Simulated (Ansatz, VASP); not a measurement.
# La2O3 in VASP and in Ansatz

```
CELL_PARAMETERS angstrom
3.93078 0.00000 0.00000
-1.96539 3.40415 0.00000
0.00000 0.00000 6.11195
ATOMIC_POSITIONS crystal
La 0.33333 0.66667 0.24624
La 0.66667 0.33333 0.75376
O 0.00000 0.00000 0.00000
O 0.33333 0.66667 0.64589
O 0.66667 0.33333 0.35411
```

Alike in both runs: task single point; functional PBE; k mesh 5 × 5 × 3; occupations fermi-dirac, width 0.04 eV; no spin polarisation.

|  | VASP | Ansatz |
| --- | --- | --- |
| version | VASP 6.6.1 | Ansatz 0.2.0 |
| potentials or method | VASP PAW PBE potentials, release 64 (La, O), cutoff 520 eV | all-electron LAPW, scalar-relativistic |

Ansatz gave:

| Property | Result |
| --- | --- |
| gap on the k mesh at the Fermi level (eV) | 4.02 |
| least direct gap on the mesh (eV) | 4.16 |
| pressure (GPa) | 1.9 |
| traceless stress, the component that is largest in VASP (GPa) | 0.18 |
| rms of the force components (eV/Å) | 0.007 |

**Question.** Estimate VASP's values.

**Answer.** gap on the k mesh at the Fermi level (eV): 4.03; least direct gap on the mesh (eV): 4.18; pressure (GPa): 1.6; traceless stress, the component that is largest in VASP (GPa): 0.22; rms of the force components (eV/Å): 0.004.

Atom by atom the forces differ by 0.005 eV/Å (rms over components). Ansatz ran all-electron here, and VASP with PAW potentials.

Neither program's run includes spin-orbit coupling.
